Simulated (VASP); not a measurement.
# TiB2N3: single point with PBE

Crystal: TiB2N3.

```
CELL_PARAMETERS angstrom
2.75033 0.00000 0.00000
0.00000 2.75033 0.00000
0.00000 0.00000 9.19381
ATOMIC_POSITIONS crystal
Ti 0.50000 0.50000 0.50000
B 0.50000 0.50000 0.84736
B 0.50000 0.50000 0.15264
N 0.00000 0.00000 0.00000
N 0.00000 0.00000 0.71455
N 0.00000 0.00000 0.28545
```

- Program: VASP 6.6.1
- Task: single point
- Functional: PBE
- Potentials or basis: VASP PAW PBE potentials, release 64 (Ti_sv, B, N)
- Cutoff: 520 eV
- k mesh: 6 × 6 × 2
- Occupations: gaussian, width 0.1 eV
- Spin: collinear spin, ferromagnetic start
- Starting moments: [1.0, 0.0, 0.0, 0.0, 0.0, 0.0] μB

| Quantity | Value |
| --- | --- |
| Pressure | -37.1 GPa |
| Largest force | 0.729 eV/Å |
| Net moment | 0.14 μB per cell |
| Site moments | Ti +0.04; B -0.01; N +0.05, +0.02 μB |
| Valence electrons inside the program's atomic spheres | Ti 10.06; B 1.22; N 3.33, 3.38 |

Forces in eV/Å, atoms in the order of the input:
```
Ti   0.000  0.000  0.000
B    0.000  0.000 -0.729
B    0.000  0.000  0.729
N    0.000  0.000  0.000
N    0.000  0.000 -0.548
N    0.000  0.000  0.548
```

Stress tensor (GPa, compression positive):
```
-31.17   0.00   0.00
  0.00 -31.17   0.00
  0.00   0.00 -48.88
```

Levels at points of the mesh, in eV from the Fermi level:
Spin up:
```
           k point  band 13  band 14  band 15  band 16  band 17  band 18  band 19  band 20  band 21  band 22
(0.00, 0.00, 0.00)    -0.87    -0.87    -0.48    -0.48    -0.05     0.38     0.38     1.49     2.02     2.28
(0.50, 0.00, 0.00)    -1.06    -0.97    -0.59     0.24     0.68     0.69     1.41     1.83     1.89     2.16
(0.50, 0.50, 0.00)    -2.86    -2.53    -2.53    -2.18    -1.62     0.22     0.22     0.49     0.60     1.00
(0.00, 0.00, 0.50)    -0.95    -0.26    -0.26    -0.25    -0.22     0.19     0.19     0.87     2.34     2.34
(0.50, 0.00, 0.50)    -1.55    -0.60    -0.44     0.35     0.40     0.88     0.97     1.88     2.16     2.28
(0.50, 0.50, 0.50)    -2.83    -2.83    -2.82    -1.77    -0.95    -0.86     0.81     0.81     1.25     1.59
```
Spin down:
| k point | band 14 | band 15 | band 16 | band 17 | band 18 | band 19 | band 20 | band 21 |
| --- | --- | --- | --- | --- | --- | --- | --- | --- |
| (0.00, 0.00, 0.00) | -0.80 | -0.44 | -0.44 | -0.02 | 0.46 | 0.46 | 1.51 | 2.03 |
| (0.50, 0.00, 0.00) | -0.93 | -0.59 | 0.30 | 0.74 | 0.78 | 1.45 | 1.86 | 1.92 |
| (0.50, 0.50, 0.00) | -2.46 | -2.46 | -2.14 | -1.63 | 0.23 | 0.23 | 0.49 | 0.65 |
| (0.00, 0.00, 0.50) | -0.21 | -0.21 | -0.21 | -0.21 | 0.27 | 0.27 | 0.89 | 2.37 |
| (0.50, 0.00, 0.50) | -0.55 | -0.41 | 0.40 | 0.49 | 0.96 | 0.98 | 1.90 | 2.18 |
| (0.50, 0.50, 0.50) | -2.77 | -2.77 | -1.78 | -0.90 | -0.83 | 0.84 | 0.84 | 1.23 |

It took 3.2 min on 1 thread of AMD EPYC 7R43 64-Core Processor (Zen 3), on a shared host, peak memory 0.19 GiB.

Caveat: the k points lie up to 0.38 Å⁻¹ apart.
